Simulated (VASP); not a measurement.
Al, 1 atom in the cell. It takes space group I4/mmm (No. 139, tetragonal). Conventional cell: a = 2.862 Å, b = 2.862 Å, c = 3.927 Å, α = 90.00°, β = 90.00°, γ = 90.00°. Within 3.7 Å of Al (site symmetry 4/mmm) lie 12 Al at 2.82 to 2.86 Å.  This cell differs from its parent crystal: strain -0.0300 x Voigt [0, 0, 1, 0, 0, 0].

| Quantity | Value |
| --- | --- |
| Program | VASP 6.6.1 |
| Task | single point |
| Functional | PBE |
| Potentials or basis | VASP PAW PBE potentials, release 64 (Al) |
| Cutoff | 520 eV |
| k mesh | 20 × 20 × 20 |
| Occupations | gaussian, width 0.15 eV |
| Spin | no spin polarisation |
| Dipole correction | no |
| Further INCAR settings | ALGO = Normal; EDIFF = 1e-07; NBANDS = 8 |

Potentials or basis: VASP PAW PBE potentials, release 64 (Al).

The run is started by

```sh
$ cat potpaw_PBE.64/Al/POTCAR > POTCAR
$ mpirun -np 1 vasp_std > vasp.out
```

Hardware: 1 thread of Intel(R) Xeon(R) 6975P-C (Granite Rapids), with other jobs on the host.

Task: How long does it take, and how much memory?

Result: Run time: 22 s on 1 thread of Intel(R) Xeon(R) 6975P-C (Granite Rapids), on a shared host, peak memory 0.19 GiB. Counts: scf iterations 11, k points 641.
